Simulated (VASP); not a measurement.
# Al14CN16 (a cell with a defect) in VASP: single point with r2SCAN

Aim: the single point of Al14CN16 (a cell with a defect) with r2SCAN.

Everything below comes from runs of VASP 6.6.1. Logs are shortened: lines on timing, memory, paths and dates and some standing lists are left out, and cuts for length are marked.

## 1. The cell of the first run

The cell holds a defect, 31 atoms: a = 6.260 Å, b = 6.260 Å, c = 10.035 Å, α = 90.00°, β = 90.00°, γ = 120.00°.

## 2. Single point, r2SCAN

POSCAR

```
Al14CN16
1.0
    6.2595139128      0.0000000578      0.0000000000
   -3.1297570064      5.4208980350      0.0000000000
    0.0000000000      0.0000000000     10.0348065929
C N Al
1 16 14
Direct
    0.3810373572      0.2473804982      0.2696050067
    0.3572849853      0.1822657437      0.3968436401
    0.2101063637      0.3097209257      0.1992548755
    0.3282160165      0.1502000077      0.9415846337
    0.1672249013      0.3328028446      0.7126232364
    0.3479675074      0.7044944349      0.4397034497
    0.1207273831      0.7371617744      0.1792781921
    0.3378245596      0.6691790972      0.9380790041
    0.1667307601      0.8403156091      0.6824240331
    0.8306143955      0.1714080154      0.4404423881
    0.6137456545      0.3159902295      0.1994763070
    0.8324691988      0.1746186997      0.9509693636
    0.6621709812      0.3333622938      0.6848622092
    0.8311850969      0.6771985119      0.4385645731
    0.6718818211      0.8344457456      0.1886104847
    0.8240996874      0.6610980920      0.9363500082
    0.6687041740      0.8394944087      0.6928199176
    0.3282391526      0.1688616887      0.7491053757
    0.1774055076      0.3318023044      0.9956302890
    0.3353836795      0.6611493329      0.2615020582
    0.1709195159      0.8488362288      0.4865567447
    0.3291265339      0.6639491886      0.7413023117
    0.1587437131      0.8142620618      1.0029076924
    0.8431567157      0.1611219214      0.2630956738
    0.6807459714      0.3394804084      0.4917256020
    0.8393097850      0.1759802184      0.7471748906
    0.6544028065      0.3292866533      1.0062543065
    0.8298893671      0.6663224018      0.2522206292
    0.6667093545      0.8496245528      0.4992115607
    0.8307356598      0.6698031849      0.7447062647
    0.6662304613      0.8348532101      0.9998997702
```

INCAR.step1

```
PREC     = Accurate       # precision mode
ENCUT    = 580            # plane-wave cutoff, eV
ISMEAR   = -1             # smearing method
SIGMA    = 0.01           # smearing width, eV
LREAL    = Auto         
LASPH    = T              # aspherical terms in the spheres
NELM     = 120            # most SCF steps
NBANDS   = 84             # bands
NELECT   = 128.0        
GGA      = PE             # functional
ALGO     = Normal         # electronic algorithm
EDIFF    = 1E-5           # SCF threshold, eV
LWAVE    = T              # write WAVECAR
LCHARG   = F              # write CHGCAR
GGA_COMPAT= F            
ISYM     = -1
```

INCAR.step2

```
PREC     = Accurate       # precision mode
ENCUT    = 580            # plane-wave cutoff, eV
EDIFF    = 1E-6           # SCF threshold, eV
ISMEAR   = -1             # smearing method
SIGMA    = 0.01           # smearing width, eV
LREAL    = Auto         
LASPH    = T              # aspherical terms in the spheres
NELM     = 120            # most SCF steps
ALGO     = Normal         # electronic algorithm
ISIF     = 2              # what is computed and relaxed
LWAVE    = F              # write WAVECAR
LCHARG   = F              # write CHGCAR
METAGGA  = R2SCAN         # meta-GGA
LMIXTAU  = T            
NBANDS   = 84             # bands
NELECT   = 128.0        
ISTART   = 1            
GGA_COMPAT= F            
ISYM     = -1
```

KPOINTS

```
explicit points
1
Reciprocal
  0.25000000   0.25000000   0.25000000 1
```

Potentials or basis: VASP PAW PBE potentials, release 64 (C, N, Al).

On the command line:

```console
> cat potpaw_PBE.64/C/POTCAR potpaw_PBE.64/N/POTCAR potpaw_PBE.64/Al/POTCAR > POTCAR
> cp INCAR.step1 INCAR
> mpirun -np 1 vasp_std > vasp.out
> cp INCAR.step2 INCAR
> mpirun -np 1 vasp_std > vasp.out
```

OUTCAR:

```text
PREC = Accurate
   ENCUT = 580
   EDIFF = 1E-6
   ISMEAR = -1
   LREAL = Auto
   LASPH = T
   NELM = 120
   ISIF = 2
   METAGGA = R2SCAN
   NELECT = 128.0
   ISTART = 1
   ISYM = -1

 ion  position               nearest neighbor table
   1  0.381  0.247  0.270-   2 1.33  11 1.48   3 1.49
   2  0.357  0.182  0.397-   1 1.33  25 2.00  21 2.02
   3  0.210  0.310  0.199-   1 1.49  20 2.03  19 2.07  24 2.10
   4  0.328  0.150  0.942-  19 1.88  27 1.89  23 1.92  18 1.94
   5  0.167  0.333  0.713-  18 1.80  26 1.81  22 1.82
   6  0.348  0.704  0.440-  20 1.80  21 1.81  29 1.83
   7  0.121  0.737  0.179-  28 1.80  23 1.82  20 1.83
   8  0.338  0.669  0.938-  23 1.88  31 1.89  19 1.92  22 1.98
   9  0.167  0.840  0.682-  18 1.90  30 1.93  22 1.93  21 1.97
  10  0.831  0.171  0.440-  24 1.78  25 1.80  29 1.84
  11  0.614  0.316  0.199-   1 1.48  27 1.95  28 1.99  24 2.19
  12  0.832  0.175  0.951-  27 1.89  31 1.91  19 1.93  26 2.05
  13  0.662  0.333  0.685-  26 1.92  30 1.92  18 1.92  25 1.94
  14  0.831  0.677  0.439-  28 1.87  21 1.90  25 1.91  29 1.93
  15  0.672  0.834  0.189-  28 1.88  31 1.89  24 1.92  20 1.97
  16  0.824  0.661  0.936-  31 1.91  30 1.92  27 1.93  23 1.94
  17  0.669  0.839  0.693-  30 1.87  26 1.90  22 1.90  29 1.94
  18  0.328  0.169  0.749-   5 1.80   9 1.90  13 1.92   4 1.94  19 3.00  26 3.08  22 3.10  30 3.12
                            27 3.13  30 3.14  21 3.15  22 3.16  26 3.18  23 3.19  25 3.21
  19  0.177  0.332  0.996-   4 1.88   8 1.92  12 1.93   3 2.07  27 3.00  18 3.00  23 3.08  26 3.10
                            31 3.11  22 3.12  31 3.16  23 3.18  20 3.21  24 3.24  27 3.27
  20  0.335  0.661  0.262-   6 1.80   7 1.83  15 1.97   3 2.03  21 2.96  29 2.99  28 3.08  24 3.11
                            23 3.15  24 3.15  31 3.18  28 3.18  19 3.21
  21  0.171  0.849  0.487-   6 1.81  14 1.90   9 1.97   2 2.02  20 2.96  28 2.99  29 3.10  25 3.13
                            25 3.13  18 3.15  29 3.16  22 3.16  30 3.18
  22  0.329  0.664  0.741-   5 1.82  17 1.90   9 1.93   8 1.98  29 3.04  26 3.06  18 3.10  30 3.12
                            19 3.12  30 3.14  23 3.15  21 3.16  18 3.16  31 3.17  26 3.20
  23  0.159  0.814  0.003-   7 1.82   8 1.88   4 1.92  16 1.94  28 3.07  19 3.08  27 3.10  31 3.11
                            30 3.14  22 3.15  31 3.15  20 3.15  27 3.17  19 3.18  18 3.19
  24  0.843  0.161  0.263-  10 1.78  15 1.92   3 2.10  11 2.19  29 2.91  25 2.95  28 3.06  20 3.11
                            20 3.15  31 3.18  28 3.21  27 3.22  19 3.24
  25  0.681  0.339  0.492-  10 1.80  14 1.91  13 1.94   2 2.00  24 2.95  28 2.99  29 3.02  26 3.10
                            30 3.11  21 3.13  21 3.13  18 3.21  29 3.24
  26  0.839  0.176  0.747-   5 1.81  17 1.90  13 1.92  12 2.05  29 3.05  22 3.06  18 3.08  19 3.10
                            25 3.10  30 3.12  31 3.14  30 3.14  18 3.18  27 3.18  22 3.20
  27  0.654  0.329  0.006-   4 1.89  12 1.89  16 1.93  11 1.95  19 3.00  28 3.07  23 3.10  18 3.13
                            31 3.13  31 3.13  23 3.17  26 3.18  30 3.21  24 3.22  19 3.27
  28  0.830  0.666  0.252-   7 1.80  14 1.87  15 1.88  11 1.99  25 2.99  21 2.99  24 3.06  27 3.07
                            23 3.07  20 3.08  31 3.11  29 3.11  20 3.18  24 3.21
  29  0.667  0.850  0.499-   6 1.83  10 1.84  14 1.93  17 1.94  24 2.91  20 2.99  25 3.02  22 3.04
                            26 3.05  30 3.09  21 3.10  28 3.11  21 3.16  25 3.24
  30  0.831  0.670  0.745-  17 1.87  13 1.92  16 1.92   9 1.93  29 3.09  25 3.11  26 3.12  18 3.12
                            22 3.12  31 3.12  22 3.14  18 3.14  26 3.14  23 3.14  21 3.18  27 3.21
  31  0.666  0.835  1.000-   8 1.89  15 1.89  12 1.91  16 1.91  19 3.11  28 3.11  23 3.11  30 3.12
                            27 3.13  27 3.13  26 3.14  23 3.15  19 3.16  22 3.17  20 3.18  24 3.18

IMPORTANT INFORMATION: All symmetrisations will be switched off!
NOSYMM: (Re-)initialisation of all symmetry stuff for point group C_1.

----------------------------------------------------------------------------------------

                                     Primitive cell

  volume of cell :     340.5029

  direct lattice vectors                    reciprocal lattice vectors
     6.259513913  0.000000058  0.000000000     0.159756813  0.092235641  0.000000000
    -3.129757006  5.420898035  0.000000000    -0.000000002  0.184471279  0.000000000
     0.000000000  0.000000000 10.034806593     0.000000000  0.000000000  0.099653141

  length of vectors
     6.259513913  6.259513913 10.034806593     0.184471279  0.184471279  0.099653141

  position of ions in fractional coordinates (direct lattice)
     0.381037357  0.247380498  0.269605007
     0.357284985  0.182265744  0.396843640
     0.210106364  0.309720926  0.199254876
     0.328216017  0.150200008  0.941584634
     0.167224901  0.332802845  0.712623236
     0.347967507  0.704494435  0.439703450
[... 23 lines left out ...]
     0.830735660  0.669803185  0.744706265
     0.666230461  0.834853210  0.999899770

  ion indices of the primitive-cell ions
   primitive index   ion index
                 1           1
                 2           2
                 3           3
                 4           4
                 5           5
                 6           6
[... 23 lines left out ...]
                30          30
                31          31

----------------------------------------------------------------------------------------

 KPOINTS: explicit points

Read explicit list of k-points.

 Found      1 k-points:

 Following reciprocal coordinates:
            Coordinates               Weight
  0.250000  0.250000  0.250000      1.000000
   k-points           NKPTS =      1   k-points in BZ     NKDIM =      1   number of bands    NBANDS=     84
   number of dos      NEDOS =    301   number of ions     NIONS =     31
   total plane-waves  NPLWV = 200000
   dimension x,y,z NGX =    50 NGY =   50 NGZ =   80
   dimension x,y,z NGXF=   100 NGYF=  100 NGZF=  160
   ions per type =               1  16  14
   NGX,Y,Z   is equivalent  to a cutoff of  13.28, 13.28, 13.25 a.u.
   NGXF,Y,Z  is equivalent  to a cutoff of  26.56, 26.56, 26.51 a.u.
 SYSTEM =  unknown system
   PREC   = accura    normal or accurate (medium, high low for compatibility)
   ISTART =      1    job   : 0-new  1-cont  2-samecut
   ICHARG =      0    charge: 1-file 2-atom 10-const
   ISPIN  =      1    spin polarized calculation?
   LNONCOLLINEAR =      F non collinear calculations
   LSORBIT =      F    spin-orbit coupling
   LASPH  =      T    aspherical Exc in radial PAW
   ENCUT  =  580.0 eV  42.63 Ry    6.53 a.u.  12.29 12.29 19.71*2*pi/ulx,y,z
   NELM   =    120;   NELMIN=  2; NELMDL=  0     # of ELM steps
   EDIFF  = 0.1E-05   stopping-criterion for ELM
   LREAL  =      T    real-space projection
   EDIFFG = 0.1E-04   stopping-criterion for IOM
   NSW    =      0    number of steps for IOM
   IBRION =     -1    ionic relax: 0-MD 1-quasi-New 2-CG
   NFREE  =      0    steps in history (QN), initial steepest desc. (CG)
   ISIF   =      2    stress and relaxation
   ISYM   =     -1    0-nonsym 1-usesym 2-fastsym
   POTIM  = 0.5000    time-step for ionic-motion
   TEBEG  =    0.0;   TEEND  =   0.0 temperature during run
   PSTRESS=    0.0 pullay stress
   NELECT =     128.0000    total number of electrons
   NUPDOWN=      -1.0000    fix difference up-down
   EMIN   =  10.00;   EMAX   =-10.00  energy-range for DOS
   EFERMI =   0.00;   METHOD = LEGACY
   ISMEAR =    -1;   SIGMA  =   0.01  broadening in eV -4-tet -1-fermi 0-gaus
   EFERMI_NEDOS =   21; number of points for ismear=-14 and -15
   IALGO  =     38    algorithm
   IMIX   =      4    mixing-type and parameters
     AMIX     =   0.40;   BMIX     =  1.00
     AMIX_MAG =   1.60;   BMIX_MAG =  1.00
  volume/ion in A,a.u.               =      10.98        74.12
  Fermi-wavevector in a.u.,A,eV,Ry     =   1.181511  2.232733 18.993310  1.395969
  Thomas-Fermi vector in A             =   2.317783
   LORBIT       =      0    0 simple, 1 ext, 2 COOP (PROOUT), +10 PAW based schemes
   METAGGA = R2SCAN    functional components
   LHFCALC =     F    Hartree Fock is set to
   AEXX    =    0.0000 exact exchange contribution
   IVDW    =     0    specifies the selected vdW correction
   LEPSILON=     F    determine dielectric tensor
   LRPA    =     F    only Hartree local field effects (RPA)
 non-spin polarized calculation
  energy-cutoff  :      580.00
  volume of cell :      340.50
 maximum number of plane-waves:     10794
 NGX is ok and might be reduce to    50
   NGX = 25   NGY = 25   NGZ = 39

 number of electron     128.0000003 magnetization

 Free energy of the ion-electron system (eV)
  ---------------------------------------------------
  ext. energy  EPLUGINS =         0.00000000
  ---------------------------------------------------
  free energy    TOTEN  =      -279.73636479 eV

  energy without entropy =     -279.73636479  energy(sigma->0) =     -279.73636479

 E-fermi :   6.4295     XC(G=0): -11.1618

 val. band max:        6.1059241191   @ k =   0.2500   0.2500   0.2500
 cond. band min:       8.9611537726   @ k =   0.2500   0.2500   0.2500
 fundamental gap:      2.8552296535
 Fermi energy:         6.4294632144

 k-point     1 :       0.2500    0.2500    0.2500
  band No.  band energies     occupation
      1     -13.7042      2.00000
      2     -10.5397      2.00000
      3     -10.3288      2.00000
      4     -10.2105      2.00000
      5      -9.8178      2.00000
      6      -9.7393      2.00000
[... 68 lines left out ...]
     75      12.5272      0.00000
     76      12.6703      0.00000
 [bands above 76 left out]

------------------------ aborting loop because EDIFF is reached ----------------------------------------

  FORCE on cell =-STRESS in cart. coord.  units (eV):
  Direction    XX          YY          ZZ          XY          YZ          ZX
  --------------------------------------------------------------------------------------
  -------------------------------------------------------------------------------------
  Total        3.1180948      1.5078667      5.3175612     -5.8847751      5.1469047     -2.4558048
  in kB       14.6716530      7.0950047     25.0208595    -27.6897857     24.2178651    -11.5553622
  external PRESSURE =      15.5958390 kB  Pullay stress =       0.0000000 kB

 VOLUME and BASIS-vectors are now :
 -----------------------------------------------------------------------------
  energy-cutoff  :      580.00
  volume of cell :      340.50
      direct lattice vectors                 reciprocal lattice vectors
     6.259513913  0.000000058  0.000000000     0.159756813  0.092235641  0.000000000
    -3.129757006  5.420898035  0.000000000    -0.000000002  0.184471279  0.000000000
     0.000000000  0.000000000 10.034806593     0.000000000  0.000000000  0.099653141

 POSITION                                       TOTAL-FORCE (eV/Angst)
 -----------------------------------------------------------------------------------
      1.61087      1.34102      2.70543        -0.003440     -0.045321      0.205501
      1.66598      0.98804      3.98225         0.096373     -0.028024     -0.067367
      0.34581      1.67897      1.99948        -0.139743      0.114020     -0.039868
      1.58438      0.81422      9.44862        -0.016268      0.070816      0.020506
      0.00515      1.80409      7.15104        -0.006362      0.001719      0.207960
     -0.02679      3.81899      4.41234         0.031595      0.198476     -0.129550
[... 23 lines left out ...]
      3.10368      3.63093      7.47298        -0.026744      0.015580     -0.018284
      1.55739      4.52565     10.03380        -0.012198     -0.002495      0.002288
 -----------------------------------------------------------------------------------
    total drift:                                0.000670      0.007368     -0.040820

  FREE ENERGIE OF THE ION-ELECTRON SYSTEM (eV)
  ---------------------------------------------------
  free  energy   TOTEN  =      -279.7363647893 eV

  energy  without entropy=     -279.7363647893  energy(sigma->0) =     -279.73636479
```

Wall time 4.1 min (1 thread of Intel Xeon 6975P-C (Granite Rapids), shared host); peak memory 0.5 GiB.

What came out:

| Property | Result |
| --- | --- |
| Free energy | -279.7364 eV |
| Largest force | 0.301 eV/Å |

Forces in eV/Å, atoms in the order of the input:
```
C   -0.003 -0.045  0.206
N    0.096 -0.028 -0.067
N   -0.140  0.114 -0.040
N   -0.016  0.071  0.021
N   -0.006  0.002  0.208
N    0.032  0.198 -0.130
N   -0.023 -0.049 -0.034
N    0.002 -0.014  0.039
N   -0.008  0.007  0.048
N   -0.236 -0.121 -0.143
N    0.135  0.139 -0.115
N    0.002 -0.011  0.030
N    0.015  0.010  0.032
N    0.035 -0.005 -0.079
N    0.034 -0.014 -0.003
N   -0.011  0.000  0.030
N    0.008  0.001 -0.011
Al  -0.057  0.015 -0.048
Al   0.032 -0.036 -0.070
Al  -0.046  0.044  0.057
Al   0.057 -0.090 -0.001
Al   0.024 -0.048 -0.015
Al   0.030 -0.034  0.032
Al   0.020 -0.126  0.160
Al   0.051  0.036  0.011
Al   0.054  0.005 -0.054
Al  -0.020 -0.056 -0.071
Al   0.014  0.017  0.029
Al  -0.037  0.005 -0.005
Al  -0.027  0.016 -0.018
Al  -0.012 -0.002  0.002
```

Caveat: the cell carries a net charge on a neutralising background, which shifts energy and pressure; the cell is charged against a uniform background, so pressure and absolute levels hang on convention; the PAW data sets were made with another functional, which shifts forces and pressure a little.
